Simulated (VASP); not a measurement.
# Hf7S4 (Pm) in VASP: a series of runs

Runs on Hf7S4. Level: LDA. Tasks: single point.

Everything below comes from runs of VASP 6.6.1. Logs are shortened: lines on timing, memory, paths and dates and some standing lists are left out, and cuts for length are marked.

### Step 1. The cell of the first run

It takes space group Pm (No. 6, monoclinic). The conventional cell has a = 5.844 Å, b = 3.374 Å, c = 11.717 Å, α = 90.00°, β = 90.00°, γ = 90.00°. Hf (site symmetry m) has 3 S at 2.62 Å and 10 Hf at 3.05 to 3.51 Å within 3.6 Å. Hf (site symmetry m) has 3 S at 2.62 Å and 8 Hf at 3.05 to 3.51 Å within 3.6 Å. Within 3.5 Å of Hf (site symmetry m) lie 3 S at 2.62 Å and 9 Hf at 3.05 to 3.37 Å. Hf (site symmetry m) has 3 S at 2.62 Å and 10 Hf at 3.05 to 3.51 Å within 3.6 Å. Hf (site symmetry m) has 3 S at 2.62 Å and 6 Hf at 3.05 to 3.51 Å within 3.6 Å. Within 3.6 Å of Hf (site symmetry m) lie 3 S at 2.62 Å and 9 Hf at 3.05 to 3.51 Å. Hf (site symmetry m) has 3 S at 2.62 Å and 10 Hf at 3.05 to 3.51 Å within 3.6 Å. Within 3.5 Å of S (site symmetry m) lie 6 Hf at 2.62 Å and 6 S at 3.37 Å.

### Step 2. Single point, LDA

Input file INCAR:

```
  PREC = Accurate
  ENCUT = 500
  EDIFF = 1E-6
  ISMEAR = 0
  SIGMA = 0.05
  LREAL = False
  LASPH = True
  NELM = 120
  ALGO = Normal
  ISIF = 2
  LWAVE = False
  LCHARG = False
  NBANDS = 58
  GGA_COMPAT = False
  KPAR = 4
```

Input file KPOINTS:

```
Automatic mesh
0
Gamma
  6 11 3
```

Input file POSCAR:

```
Hf7S4
1.0
    6.7485480000      0.0000000000      0.0000000000
   -1.6871370000      2.9222070000      0.0000000000
    0.0000000000      0.0000000000     11.7174070000
Hf S
7 4
Direct
    0.3333340000      0.3333330000      0.8998120000
    0.3333340000      0.3333330000      0.6001880000
    0.1666660000      0.6666670000      0.1001880000
    0.8333330000      0.3333330000      0.8998120000
    0.6666670000      0.6666670000      0.3998120000
    0.8333330000      0.3333330000      0.6001880000
    0.6666670000      0.6666670000      0.1001880000
    0.0000000000      0.0000000000      0.7500000000
    0.0000000000      0.0000000000      0.2500000000
    0.5000000000      0.0000000000      0.7500000000
    0.5000000000      0.0000000000      0.2500000000
```

Potentials or basis: VASP PAW LDA potentials, release 64 (Hf_pv, S).

On the command line:

```console
cat potpaw_LDA.64/Hf_pv/POTCAR potpaw_LDA.64/S/POTCAR > POTCAR
mpirun -np 4 vasp_std > vasp.out
```

OUTCAR:

```text
PREC = Accurate
   ENCUT = 500
   EDIFF = 1E-6
   ISMEAR = 0
   LREAL = False
   LASPH = True
   NELM = 120
   ISIF = 2

 ion  position               nearest neighbor table
   1  0.333  0.333  0.900-  10 2.62  10 2.62   8 2.62   3 3.05   7 3.05   3 3.05   4 3.37   4 3.37
                             4 3.37   4 3.37   2 3.51
   2  0.333  0.333  0.600-  10 2.62  10 2.62   8 2.62   5 3.05   6 3.37   6 3.37   6 3.37   6 3.37
                             1 3.51
   3  0.167  0.667  0.100-   9 2.62   9 2.62  11 2.62   1 3.05   4 3.05   1 3.05   7 3.37   7 3.37
                             7 3.37   7 3.37
   4  0.833  0.333  0.900-  10 2.62   8 2.62   8 2.62   7 3.05   3 3.05   7 3.05   1 3.37   1 3.37
                             1 3.37   1 3.37   6 3.51
   5  0.667  0.667  0.400-   9 2.62  11 2.62  11 2.62   6 3.05   2 3.05   6 3.05   7 3.51
   6  0.833  0.333  0.600-  10 2.62   8 2.62   8 2.62   5 3.05   5 3.05   2 3.37   2 3.37   2 3.37
                             2 3.37   4 3.51
   7  0.667  0.667  0.100-   9 2.62  11 2.62  11 2.62   4 3.05   1 3.05   4 3.05   3 3.37   3 3.37
                             3 3.37   3 3.37   5 3.51
   8  0.000  0.000  0.750-   4 2.62   6 2.62   4 2.62   6 2.62   1 2.62   2 2.62
   9  0.000  0.000  0.250-   3 2.62   5 2.62   7 2.62   3 2.62
  10  0.500  0.000  0.750-   1 2.62   2 2.62   4 2.62   6 2.62   1 2.62   2 2.62
  11  0.500  0.000  0.250-   5 2.62   7 2.62   5 2.62   7 2.62   3 2.62

  Warning from LATTYP: Monoclinic adjustment (A1->A3, A2->A1, A3->A2)!
  LATTYP: Found a simple orthorhombic cell.
 ALAT       =     3.3742739971
 B/A-ratio  =     1.7320508086
 C/A-ratio  =     3.4725712879

  Lattice vectors:

 A1 = (   1.6871370000,  -2.9222070000,   0.0000000000)
 A2 = (   5.0614110000,   2.9222070000,   0.0000000000)
 A3 = (   0.0000000000,   0.0000000000,  11.7174070000)

Analysis of symmetry for initial positions (statically):
=====================================================================
 Subroutine PRICEL returns:
 Original cell was already a primitive cell.

 Routine SETGRP: Setting up the symmetry group for a
 simple orthorhombic supercell.

 Subroutine GETGRP returns: Found  2 space group operations
 (whereof  2 operations were pure point group operations)
 out of a pool of  8 trial point group operations.

The static configuration has the point symmetry C_1h.

Analysis of symmetry for dynamics (positions and initial velocities):
=====================================================================
 Subroutine PRICEL returns:
 Original cell was already a primitive cell.

 Routine SETGRP: Setting up the symmetry group for a
 simple orthorhombic supercell.

 Subroutine GETGRP returns: Found  2 space group operations
 (whereof  2 operations were pure point group operations)
 out of a pool of  8 trial point group operations.

The dynamic configuration has the point symmetry C_1h.

 Subroutine INISYM returns: Found  2 space group operations
 (whereof  2 operations are pure point group operations),
 and found     1 'primitive' translations

----------------------------------------------------------------------------------------

                                     Primitive cell

  volume of cell :     231.0749

  direct lattice vectors                    reciprocal lattice vectors
     6.748548000  0.000000000  0.000000000     0.148180023  0.085551776  0.000000000
    -1.687137000  2.922207000  0.000000000     0.000000000  0.342207106  0.000000000
     0.000000000  0.000000000 11.717407000     0.000000000  0.000000000  0.085343114

  length of vectors
     6.748548000  3.374273997 11.717407000     0.171103553  0.342207106  0.085343114

  position of ions in fractional coordinates (direct lattice)
     0.333334000  0.333333000  0.899812000
     0.333334000  0.333333000  0.600188000
     0.166666000  0.666667000  0.100188000
     0.833333000  0.333333000  0.899812000
     0.666667000  0.666667000  0.399812000
     0.833333000  0.333333000  0.600188000
     0.666667000  0.666667000  0.100188000
     0.000000000  0.000000000  0.750000000
     0.000000000  0.000000000  0.250000000
     0.500000000  0.000000000  0.750000000
     0.500000000  0.000000000  0.250000000

  ion indices of the primitive-cell ions
[... 47 lines left out ...]
|        whereas your k-lattice is simple monoclinic.                         |
|                                                                             |
|     Results are often still useful ...                                      |
|                                                                             |
 -----------------------------------------------------------------------------

 WARNING: IBZKPT: internal override: KBLOWUP is changed to .FALSE.
      ... skipping the blow-up phase ...

 Subroutine IBZKPT returns following result:
 ===========================================

 Found    100 irreducible k-points:

 Following reciprocal coordinates:
            Coordinates               Weight
  0.000000  0.000000  0.000000      1.000000
  0.166667 -0.000000  0.000000      2.000000
  0.333333  0.000000  0.000000      2.000000
  0.500000  0.000000  0.000000      1.000000
  0.000000  0.090909  0.000000      2.000000
  0.166667  0.090909  0.000000      2.000000
[... 16 lines left out ...]
  0.000000  0.363636  0.000000      2.000000
  0.166667  0.363636  0.000000      2.000000
 [... further k-points ...]
   k-points           NKPTS =    100   k-points in BZ     NKDIM =    100   number of bands    NBANDS=     58
   number of dos      NEDOS =    301   number of ions     NIONS =     11
   total plane-waves  NPLWV = 126000
   dimension x,y,z NGX =    50 NGY =   28 NGZ =   90
   dimension x,y,z NGXF=   100 NGYF=   56 NGZF=  180
   ions per type =               7   4
   NGX,Y,Z   is equivalent  to a cutoff of  12.32, 13.80, 12.77 a.u.
   NGXF,Y,Z  is equivalent  to a cutoff of  24.63, 27.59, 25.54 a.u.
 SYSTEM =  unknown system
   PREC   = accura    normal or accurate (medium, high low for compatibility)
   ISTART =      0    job   : 0-new  1-cont  2-samecut
   ICHARG =      2    charge: 1-file 2-atom 10-const
   ISPIN  =      1    spin polarized calculation?
   LNONCOLLINEAR =      F non collinear calculations
   LSORBIT =      F    spin-orbit coupling
   LASPH  =      T    aspherical Exc in radial PAW
   ENCUT  =  500.0 eV  36.75 Ry    6.06 a.u.  12.30  6.15 21.36*2*pi/ulx,y,z
   NELM   =    120;   NELMIN=  2; NELMDL= -5     # of ELM steps
   EDIFF  = 0.1E-05   stopping-criterion for ELM
   LREAL  =      F    real-space projection
   EDIFFG = 0.1E-04   stopping-criterion for IOM
   NSW    =      0    number of steps for IOM
   IBRION =     -1    ionic relax: 0-MD 1-quasi-New 2-CG
   NFREE  =      0    steps in history (QN), initial steepest desc. (CG)
   ISIF   =      2    stress and relaxation
   ISYM   =      2    0-nonsym 1-usesym 2-fastsym
   POTIM  = 0.5000    time-step for ionic-motion
   TEBEG  =    0.0;   TEEND  =   0.0 temperature during run
   PSTRESS=    0.0 pullay stress
   NELECT =      94.0000    total number of electrons
   NUPDOWN=      -1.0000    fix difference up-down
   EMIN   =  10.00;   EMAX   =-10.00  energy-range for DOS
   EFERMI =   0.00;   METHOD = LEGACY
   ISMEAR =     0;   SIGMA  =   0.05  broadening in eV -4-tet -1-fermi 0-gaus
   EFERMI_NEDOS =   21; number of points for ismear=-14 and -15
   IALGO  =     38    algorithm
   IMIX   =      4    mixing-type and parameters
     AMIX     =   0.40;   BMIX     =  1.00
     AMIX_MAG =   1.60;   BMIX_MAG =  1.00
  volume/ion in A,a.u.               =      21.01       141.76
  Fermi-wavevector in a.u.,A,eV,Ry     =   1.213016  2.292268 20.019716  1.471408
  Thomas-Fermi vector in A             =   2.348482
   LORBIT       =      0    0 simple, 1 ext, 2 COOP (PROOUT), +10 PAW based schemes
   GGA     = CA    functional components
   LHFCALC =     F    Hartree Fock is set to
   AEXX    =    0.0000 exact exchange contribution
   IVDW    =     0    specifies the selected vdW correction
   LEPSILON=     F    determine dielectric tensor
   LRPA    =     F    only Hartree local field effects (RPA)
 non-spin polarized calculation
 Gauss-broadening in eV      SIGMA  =   0.05
  energy-cutoff  :      500.00
  volume of cell :      231.07
 maximum number of plane-waves:      5900
 NGX is ok and might be reduce to    50
   NGX = 25   NGY = 13   NGZ = 43

 number of electron      94.0000003 magnetization

 Free energy of the ion-electron system (eV)
  ---------------------------------------------------
  ext. energy  EPLUGINS =         0.00000000
  ---------------------------------------------------
  free energy    TOTEN  =      -103.71744611 eV

  energy without entropy =     -103.70935393  energy(sigma->0) =     -103.71340002

 E-fermi :   5.1118     XC(G=0): -11.0138

 val. band max:        5.1096159326   @ k =  -0.1667   0.4545   0.3333
 cond. band min:       5.1127878706   @ k =   0.0000   0.2727   0.3333
 fundamental gap:      0.0031719379
 Fermi energy:         5.1117857000

 k-point     1 :       0.0000    0.0000    0.0000
  band No.  band energies     occupation
      1     -26.1515      2.00000
      2     -26.0119      2.00000
      3     -25.9677      2.00000
      4     -25.7521      2.00000
      5     -25.7148      2.00000
      6     -25.6713      2.00000
[... 1453 lines left out ...]
     57       8.1444      0.00000
     58       8.3392      0.00000

 [... further k-points ...]

------------------------ aborting loop because EDIFF is reached ----------------------------------------

  FORCE on cell =-STRESS in cart. coord.  units (eV):
  Direction    XX          YY          ZZ          XY          YZ          ZX
  --------------------------------------------------------------------------------------
  -------------------------------------------------------------------------------------
  Total      -10.9884046    -11.5256130    -11.2838124      0.4652361     -0.2147660     -0.3719854
  in kB      -76.1890205    -79.9137998    -78.2372555      3.2257536     -1.4890981     -2.5791921
  external PRESSURE =     -78.1133586 kB  Pullay stress =       0.0000000 kB

 VOLUME and BASIS-vectors are now :
 -----------------------------------------------------------------------------
  energy-cutoff  :      500.00
  volume of cell :      231.07
      direct lattice vectors                 reciprocal lattice vectors
     6.748548000  0.000000000  0.000000000     0.148180023  0.085551776  0.000000000
    -1.687137000  2.922207000  0.000000000     0.000000000  0.342207106  0.000000000
     0.000000000  0.000000000 11.717407000     0.000000000  0.000000000  0.085343114

 POSITION                                       TOTAL-FORCE (eV/Angst)
 -----------------------------------------------------------------------------------
      1.68714      0.97407     10.54346        -0.043515     -0.025124     -0.264804
      1.68714      0.97407      7.03265        -0.474738     -0.274090      0.818871
     -0.00001      1.94814      1.17394        -0.393803     -0.227362      1.125858
      5.06141      0.97407     10.54346         0.026502      0.015301     -0.265381
      3.37428      1.94814      4.68476         0.851353      0.491529     -1.148116
      5.06141      0.97407      7.03265        -0.040485     -0.023374      0.434987
      3.37428      1.94814      1.17394         0.388574      0.224344      0.578872
      0.00000      0.00000      8.78806         0.126510      0.073041     -0.095878
      0.00000      0.00000      2.92935        -0.306316     -0.176852     -0.746430
      3.37427      0.00000      8.78806        -0.083500     -0.048209     -0.255558
      3.37427      0.00000      2.92935        -0.050582     -0.029204     -0.182421
 -----------------------------------------------------------------------------------
    total drift:                               -0.000649      0.000827      0.000433

  FREE ENERGIE OF THE ION-ELECTRON SYSTEM (eV)
  ---------------------------------------------------
  free  energy   TOTEN  =      -103.7174461123 eV

  energy  without entropy=     -103.7093539316  energy(sigma->0) =     -103.71340002
```

It took 16 min on 4 MPI ranks of AMD EPYC 7R43 (Zen 3), shared host; peak memory 0.87 GiB.

Results:

- Free energy: -103.7174 eV
- Pressure: -7.8 GPa
- Largest force: 1.511 eV/Å
- Band gap on the k mesh: zero (bands 47 and 48 overlap by 0.39 eV)

Forces in eV/Å, atoms in the order of the input:
```
Hf  -0.044 -0.025 -0.265
Hf  -0.475 -0.274  0.819
Hf  -0.394 -0.227  1.126
Hf   0.027  0.015 -0.265
Hf   0.851  0.492 -1.148
Hf  -0.040 -0.023  0.435
Hf   0.389  0.224  0.579
S    0.127  0.073 -0.096
S   -0.306 -0.177 -0.746
S   -0.084 -0.048 -0.256
S   -0.051 -0.029 -0.182
```

Caveat: the cell stands under tension; spin-orbit coupling is left out, which moves the levels of the heavy elements; forces of over 1 eV/Å act on the atoms, so gaps and moduli don't describe the material at rest.

(Continued in part 2 of 2.)
